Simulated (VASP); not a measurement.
# Hf (P6_3/mmc) in VASP: further runs

Runs on Hf. Level: PBE. Tasks: single point.

All numbers are computed with VASP 6.6.1; they aren't measurements. Logs are shortened: lines on timing, memory, paths and dates and some standing lists are left out, and cuts for length are marked.

## Step 1: The cell of the first run

Symmetry: P6_3/mmc, No. 194, hexagonal system. The conventional cell has a = 3.197 Å, b = 3.197 Å, c = 5.210 Å, α = 90.00°, β = 90.00°, γ = 120.00°. Hf (site symmetry -6m2) has 12 Hf at 3.19 to 3.20 Å within 4.2 Å.

## Step 2: Single point, PBE (zz strain of +3 %)

Contents of INCAR:

```
PREC     = Accurate       # precision mode
ENCUT    = 520            # plane-wave cutoff, eV
EDIFF    = 1E-6           # SCF threshold, eV
ISMEAR   = -1             # smearing method
SIGMA    = 0.05           # smearing width, eV
LREAL    = F              # projectors in reciprocal space
LASPH    = T              # aspherical terms in the spheres
NELM     = 60             # most SCF steps
ALGO     = Normal         # electronic algorithm
ISIF     = 2              # what is computed and relaxed
LWAVE    = F              # write WAVECAR
LCHARG   = T              # write CHGCAR
GGA      = PE             # functional
LELF     = T              # ELF
LVHAR    = T            
NBANDS   = 17             # bands
```

Contents of KPOINTS:

```
Automatic mesh
0
Gamma
  13 13 7
```

Contents of POSCAR:

```
Hf
1.0
    3.1966985242      0.0000000000      0.0000000000
   -1.5983492621      2.7684221302      0.0000000000
    0.0000000000      0.0000000000      5.2095340000
Hf
2
Direct
    0.3333333333      0.6666666667      0.2500000000
    0.6666666667      0.3333333333      0.7500000000
```

Potentials or basis: VASP PAW PBE potentials, release 64 (Hf_pv).

The run is started by

```sh
cat potpaw_PBE.64/Hf_pv/POTCAR > POTCAR
mpirun -np 1 vasp_std > vasp.out
```

OUTCAR:

```text
PREC = Accurate
   ENCUT = 520
   EDIFF = 1E-6
   ISMEAR = -1
   LREAL = F
   LASPH = T
   NELM = 60
   ISIF = 2
   GGA = PE

 ion  position               nearest neighbor table
   1  0.333  0.667  0.250-   2 3.19   2 3.19   2 3.19   2 3.19   2 3.19   2 3.19
   2  0.667  0.333  0.750-   1 3.19   1 3.19   1 3.19   1 3.19   1 3.19   1 3.19

  LATTYP: Found a hexagonal cell.
 ALAT       =     3.1966985242
 C/A-ratio  =     1.6296607142

  Lattice vectors:

 A1 = (   3.1966985242,   0.0000000000,   0.0000000000)
 A2 = (  -1.5983492621,   2.7684221302,   0.0000000000)
 A3 = (   0.0000000000,   0.0000000000,   5.2095340000)

Analysis of symmetry for initial positions (statically):
=====================================================================
 Subroutine PRICEL returns:
 Original cell was already a primitive cell.

 Routine SETGRP: Setting up the symmetry group for a
 hexagonal supercell.

 Subroutine GETGRP returns: Found 24 space group operations
 (whereof 12 operations were pure point group operations)
 out of a pool of 24 trial point group operations.

The static configuration has the point symmetry D_3d.
 The point group associated with its full space group is D_6h.

Analysis of symmetry for dynamics (positions and initial velocities):
=====================================================================
 Subroutine PRICEL returns:
 Original cell was already a primitive cell.

 Routine SETGRP: Setting up the symmetry group for a
 hexagonal supercell.

 Subroutine GETGRP returns: Found 24 space group operations
 (whereof 12 operations were pure point group operations)
 out of a pool of 24 trial point group operations.

The dynamic configuration has the point symmetry D_3d.
 The point group associated with its full space group is D_6h.

 Subroutine INISYM returns: Found 24 space group operations
 (whereof 12 operations are pure point group operations),
 and found     1 'primitive' translations

----------------------------------------------------------------------------------------

                                     Primitive cell

  volume of cell :      46.1034

  direct lattice vectors                    reciprocal lattice vectors
     3.196698524  0.000000000  0.000000000     0.312822743  0.180608295  0.000000000
    -1.598349262  2.768422130  0.000000000     0.000000000  0.361216589  0.000000000
     0.000000000  0.000000000  5.209534000     0.000000000  0.000000000  0.191955749
[... 76 lines left out ...]
   ISTART =      0    job   : 0-new  1-cont  2-samecut
   ICHARG =      2    charge: 1-file 2-atom 10-const
   ISPIN  =      1    spin polarized calculation?
   LNONCOLLINEAR =      F non collinear calculations
   LSORBIT =      F    spin-orbit coupling
   LASPH  =      T    aspherical Exc in radial PAW
   ENCUT  =  520.0 eV  38.22 Ry    6.18 a.u.   5.94  5.94  9.69*2*pi/ulx,y,z
   NELM   =     60;   NELMIN=  2; NELMDL= -5     # of ELM steps
   EDIFF  = 0.1E-05   stopping-criterion for ELM
   LREAL  =      F    real-space projection
   EDIFFG = 0.1E-04   stopping-criterion for IOM
   NSW    =      0    number of steps for IOM
   IBRION =     -1    ionic relax: 0-MD 1-quasi-New 2-CG
   NFREE  =      0    steps in history (QN), initial steepest desc. (CG)
   ISIF   =      2    stress and relaxation
   ISYM   =      2    0-nonsym 1-usesym 2-fastsym
   POTIM  = 0.5000    time-step for ionic-motion
   TEBEG  =    0.0;   TEEND  =   0.0 temperature during run
   PSTRESS=    0.0 pullay stress
   NELECT =      20.0000    total number of electrons
   NUPDOWN=      -1.0000    fix difference up-down
   EMIN   =  10.00;   EMAX   =-10.00  energy-range for DOS
   EFERMI =   0.00;   METHOD = LEGACY
   ISMEAR =    -1;   SIGMA  =   0.05  broadening in eV -4-tet -1-fermi 0-gaus
   EFERMI_NEDOS =   21; number of points for ismear=-14 and -15
   IALGO  =     38    algorithm
   IMIX   =      4    mixing-type and parameters
     AMIX     =   0.40;   BMIX     =  1.00
     AMIX_MAG =   1.60;   BMIX_MAG =  1.00
  volume/ion in A,a.u.               =      23.05       155.56
  Fermi-wavevector in a.u.,A,eV,Ry     =   1.239293  2.341924 20.896457  1.535846
  Thomas-Fermi vector in A             =   2.373782
   LORBIT       =      0    0 simple, 1 ext, 2 COOP (PROOUT), +10 PAW based schemes
   GGA     = PE    functional components
   LHFCALC =     F    Hartree Fock is set to
   AEXX    =    0.0000 exact exchange contribution
   IVDW    =     0    specifies the selected vdW correction
   LEPSILON=     F    determine dielectric tensor
   LRPA    =     F    only Hartree local field effects (RPA)
 non-spin polarized calculation
  energy-cutoff  :      520.00
  volume of cell :       46.10
 maximum number of plane-waves:      1266
 NGX is ok and might be reduce to    24
   NGX = 11   NGY = 11   NGZ = 19

 number of electron      20.0000005 magnetization

 Free energy of the ion-electron system (eV)
  ---------------------------------------------------
  ext. energy  EPLUGINS =         0.00000000
  ---------------------------------------------------
  free energy    TOTEN  =       -19.83396523 eV

  energy without entropy =      -19.81976768  energy(sigma->0) =      -19.82686646

 E-fermi :   4.6996     XC(G=0): -11.1479

 val. band max:        4.6915196214   @ k =   0.3077   0.2308   0.4286
 cond. band min:       4.7053711676   @ k =   0.3846   0.2308   0.2857
 fundamental gap:      0.0138515461
 Fermi energy:         4.6996372737

 k-point     1 :       0.0000    0.0000    0.0000
  band No.  band energies     occupation
      1     -26.3561      2.00000
      2     -25.6821      2.00000
      3     -25.6821      2.00000
      4     -25.6231      2.00000
      5     -25.5830      2.00000
      6     -25.5830      2.00000
[... 457 lines left out ...]
      4     -25.7143      2.00000
      5     -25.6490      2.00000
      6     -25.6082      2.00000
[... 9 lines left out ...]
     16       7.4824      0.00000
     17      10.2659      0.00000

 [... further k-points ...]
[... 5 lines left out ...]
  --------------------------------------------------------------------------------------
  -------------------------------------------------------------------------------------
  Total       -0.4379959     -0.4379959     -1.5203792      0.0000000      0.0000000      0.0000000
  in kB      -15.2211613    -15.2211613    -52.8359650      0.0000000      0.0000000      0.0000000
  external PRESSURE =     -27.7594292 kB  Pullay stress =       0.0000000 kB

 VOLUME and BASIS-vectors are now :
 -----------------------------------------------------------------------------
  energy-cutoff  :      520.00
  volume of cell :       46.10
      direct lattice vectors                 reciprocal lattice vectors
     3.196698524  0.000000000  0.000000000     0.312822743  0.180608295  0.000000000
    -1.598349262  2.768422130  0.000000000     0.000000000  0.361216589  0.000000000
     0.000000000  0.000000000  5.209534000     0.000000000  0.000000000  0.191955749

 POSITION                                       TOTAL-FORCE (eV/Angst)
 -----------------------------------------------------------------------------------
     -0.00000      1.84561      1.30238        -0.000000      0.000000      0.000000
      1.59835      0.92281      3.90715         0.000000     -0.000000      0.000000
 -----------------------------------------------------------------------------------
    total drift:                               -0.000000      0.000000     -0.000000

  FREE ENERGIE OF THE ION-ELECTRON SYSTEM (eV)
  ---------------------------------------------------
  free  energy   TOTEN  =       -19.8339652346 eV

  energy  without entropy=      -19.8197676764  energy(sigma->0) =      -19.82686646
```

OSZICAR:

```text
N       E                     dE             d eps       ncg     rms          rms(c)
DAV:   1     0.498174589784E+02    0.49817E+02   -0.11248E+04  2872   0.111E+03
DAV:   2    -0.186730271395E+02   -0.68490E+02   -0.66795E+02  3684   0.246E+02
DAV:   3    -0.205657044369E+02   -0.18927E+01   -0.18739E+01  3775   0.269E+01
DAV:   4    -0.205815322697E+02   -0.15828E-01   -0.15817E-01  3606   0.298E+00
DAV:   5    -0.205817000489E+02   -0.16778E-03   -0.16770E-03  3732   0.273E-01    0.636E+01
DAV:   6    -0.200328939928E+02    0.54881E+00   -0.52647E-01  3413   0.462E+00    0.377E+01
DAV:   7    -0.198451299141E+02    0.18776E+00   -0.88601E-01  3426   0.574E+00    0.183E+00
DAV:   8    -0.198338700729E+02    0.11260E-01   -0.57639E-02  3324   0.154E+00    0.385E-01
DAV:   9    -0.198339771395E+02   -0.10707E-03   -0.12190E-03  3887   0.250E-01    0.194E-01
DAV:  10    -0.198339616031E+02    0.15536E-04   -0.63011E-05  3432   0.527E-02    0.229E-01
DAV:  11    -0.198339651758E+02   -0.35727E-05   -0.63706E-06  3632   0.185E-02    0.104E-02
DAV:  12    -0.198339652346E+02   -0.58833E-07   -0.33409E-07  1917   0.400E-03
   1 F= -.19833965E+02 E0= -.19826866E+02  d E =-.141976E-01
```

stdout:

```text
POSCAR found type information on POSCAR Hf
 POSCAR found :  1 types and       2 ions
 scaLAPACK will be used
 LDA part: xc-table for (Slater+PW92), standard interpolation
 POSCAR, INCAR and KPOINTS ok, starting setup
 FFT: planning ... GRIDC
 FFT: planning ... GRID_SOFT
 FFT: planning ... GRID
 WAVECAR not read
 entering main loop
```

Run time: 71 s. Hardware: 1 thread of Intel Xeon 8259CL, shared host; peak memory 0.2 GiB.

What came out:

* Free energy: -19.8340 eV
* Pressure: -2.8 GPa
* Band gap on the k mesh: zero (band 10 reaches 5.88 eV, above the bottom of band 11 at 4.34 eV)

Levels at points of the mesh, in eV from the Fermi level:
```
           k point  band 6  band 7  band 8  band 9  band 10  band 11  band 12  band 13  band 14  band 15
(0.00, 0.00, 0.00)  -30.28   -7.27   -3.69    0.32     1.18     1.25     1.25     1.96     1.96     2.81
```

Caveat: the cell differs from its parent crystal (zz strain of +3 %); spin-orbit coupling is left out, which moves the levels of the heavy elements.

## Step 3: Single point, PBE (equal xx and yy strain of +2 %)

Contents of INCAR:

```
SYSTEM = Hf
  ALGO = Normal
  EDIFF = 1E-6
  ENCUT = 520
  GGA = PE
  ISIF = 2
  ISMEAR = -1
  LASPH = .True.
  LCHARG = .True.
  LELF = .True.
  LREAL = .False.
  LVHAR = .True.
  LWAVE = .False.
  NBANDS = 17
  NELM = 100
  PREC = Accurate
  SIGMA = 0.05
```

Contents of KPOINTS:

```
k-points
0
Gamma
  13 13 7
  0 0 0
```

Contents of POSCAR:

```
Hf
1.0
    3.2606324947      0.0000000000      0.0000000000
   -1.6303162473      2.8237905728      0.0000000000
    0.0000000000      0.0000000000      5.0578000000
Hf
2
Direct
    0.3333333333      0.6666666667      0.2500000000
    0.6666666667      0.3333333333      0.7500000000
```

Potentials or basis: VASP PAW PBE potentials, release 64 (Hf_pv).

The run is started by

```sh
cat potpaw_PBE.64/Hf_pv/POTCAR > POTCAR
mpirun -np 1 vasp_std > vasp.out
```

OUTCAR:

```text
SYSTEM = Hf
   EDIFF = 1E-6
   ENCUT = 520
   GGA = PE
   ISIF = 2
   ISMEAR = -1
   LASPH = .True.
   LREAL = .False.
   NELM = 100
   PREC = Accurate

 ion  position               nearest neighbor table
   1  0.333  0.667  0.250-   2 3.15   2 3.15   2 3.15   2 3.15   2 3.15   2 3.15
   2  0.667  0.333  0.750-   1 3.15   1 3.15   1 3.15   1 3.15   1 3.15   1 3.15

  LATTYP: Found a hexagonal cell.
 ALAT       =     3.2606324947
 C/A-ratio  =     1.5511714394

  Lattice vectors:

 A1 = (   3.2606324947,   0.0000000000,   0.0000000000)
 A2 = (  -1.6303162473,   2.8237905728,   0.0000000000)
 A3 = (   0.0000000000,   0.0000000000,   5.0578000000)

Analysis of symmetry for initial positions (statically):
=====================================================================
 Subroutine PRICEL returns:
 Original cell was already a primitive cell.

 Routine SETGRP: Setting up the symmetry group for a
 hexagonal supercell.

 Subroutine GETGRP returns: Found 24 space group operations
 (whereof 12 operations were pure point group operations)
 out of a pool of 24 trial point group operations.

The static configuration has the point symmetry D_3d.
[... 156 lines left out ...]
  ext. energy  EPLUGINS =         0.00000000
  ---------------------------------------------------
  free energy    TOTEN  =       -19.83324738 eV

  energy without entropy =      -19.82100640  energy(sigma->0) =      -19.82712689

 E-fermi :   4.6545     XC(G=0): -11.1022

 val. band max:        4.6530704392   @ k =   0.1538  -0.0000   0.4286
 cond. band min:       4.6958830723   @ k =   0.3846   0.2308   0.2857
 fundamental gap:      0.0428126331
 Fermi energy:         4.6544935493

 k-point     1 :       0.0000    0.0000    0.0000
  band No.  band energies     occupation
      1     -26.4917      2.00000
      2     -25.8408      2.00000
      3     -25.8408      2.00000
      4     -25.7161      2.00000
      5     -25.7161      2.00000
      6     -25.7030      2.00000
[... 457 lines left out ...]
      4     -25.8536      2.00000
      5     -25.7394      2.00000
      6     -25.7363      2.00000
[... 9 lines left out ...]
     16       7.4152      0.00000
     17      10.1669      0.00000

 [... further k-points ...]
[... 5 lines left out ...]
  --------------------------------------------------------------------------------------
  -------------------------------------------------------------------------------------
  Total       -1.2584595     -1.2584595     -0.6780970     -0.0000000      0.0000000      0.0000000
  in kB      -43.2966040    -43.2966040    -23.3295533     -0.0000000      0.0000000      0.0000000
  external PRESSURE =     -36.6409204 kB  Pullay stress =       0.0000000 kB

 VOLUME and BASIS-vectors are now :
 -----------------------------------------------------------------------------
  energy-cutoff  :      520.00
  volume of cell :       46.57
      direct lattice vectors                 reciprocal lattice vectors
     3.260632495  0.000000000  0.000000000     0.306688963  0.177066956  0.000000000
    -1.630316247  2.823790573  0.000000000     0.000000000  0.354133911  0.000000000
     0.000000000  0.000000000  5.057800000     0.000000000  0.000000000  0.197714421

 POSITION                                       TOTAL-FORCE (eV/Angst)
 -----------------------------------------------------------------------------------
     -0.00000      1.88253      1.26445        -0.000000     -0.000000      0.000000
      1.63032      0.94126      3.79335         0.000000      0.000000      0.000000
 -----------------------------------------------------------------------------------
    total drift:                               -0.000000      0.000000     -0.000000

  FREE ENERGIE OF THE ION-ELECTRON SYSTEM (eV)
  ---------------------------------------------------
  free  energy   TOTEN  =       -19.8332473839 eV

  energy  without entropy=      -19.8210064023  energy(sigma->0) =      -19.82712689
```

OSZICAR:

```text
N       E                     dE             d eps       ncg     rms          rms(c)
DAV:   1     0.495212815981E+02    0.49521E+02   -0.11424E+04  2864   0.111E+03
DAV:   2    -0.187039288723E+02   -0.68225E+02   -0.66513E+02  3687   0.247E+02
DAV:   3    -0.205838886049E+02   -0.18800E+01   -0.18697E+01  3671   0.272E+01
DAV:   4    -0.206004202600E+02   -0.16532E-01   -0.16522E-01  3724   0.305E+00
DAV:   5    -0.206006027875E+02   -0.18253E-03   -0.18249E-03  3607   0.281E-01    0.632E+01
DAV:   6    -0.200369430610E+02    0.56366E+00   -0.54743E-01  3416   0.468E+00    0.374E+01
DAV:   7    -0.198448703362E+02    0.19207E+00   -0.91571E-01  3458   0.579E+00    0.188E+00
DAV:   8    -0.198331599784E+02    0.11710E-01   -0.60477E-02  3353   0.157E+00    0.267E-01
DAV:   9    -0.198332613436E+02   -0.10137E-03   -0.12478E-03  3875   0.253E-01    0.188E-01
DAV:  10    -0.198332450048E+02    0.16339E-04   -0.78306E-05  3403   0.572E-02    0.247E-01
DAV:  11    -0.198332473101E+02   -0.23053E-05   -0.81227E-06  3628   0.201E-02    0.102E-02
DAV:  12    -0.198332473839E+02   -0.73807E-07   -0.40137E-07  2051   0.429E-03
   1 F= -.19833247E+02 E0= -.19827127E+02  d E =-.122410E-01
```

stdout:

```text
POSCAR found type information on POSCAR Hf
 POSCAR found :  1 types and       2 ions
 scaLAPACK will be used
 LDA part: xc-table for (Slater+PW92), standard interpolation
 POSCAR, INCAR and KPOINTS ok, starting setup
 FFT: planning ... GRIDC
 FFT: planning ... GRID_SOFT
 FFT: planning ... GRID
 WAVECAR not read
 entering main loop
```

Wall time 70 s (1 thread of Intel Xeon 8259CL, shared host); peak memory 0.2 GiB.

What came out:

| Property | Result |
| --- | --- |
| Free energy | -19.8332 eV |
| Pressure | -3.7 GPa |
| Band gap on the k mesh | zero (band 10 reaches 5.77 eV, above the bottom of band 11 at 4.22 eV) |

Caveat: the cell differs from its parent crystal (equal xx and yy strain of +2 %); spin-orbit coupling is left out, which moves the levels of the heavy elements.
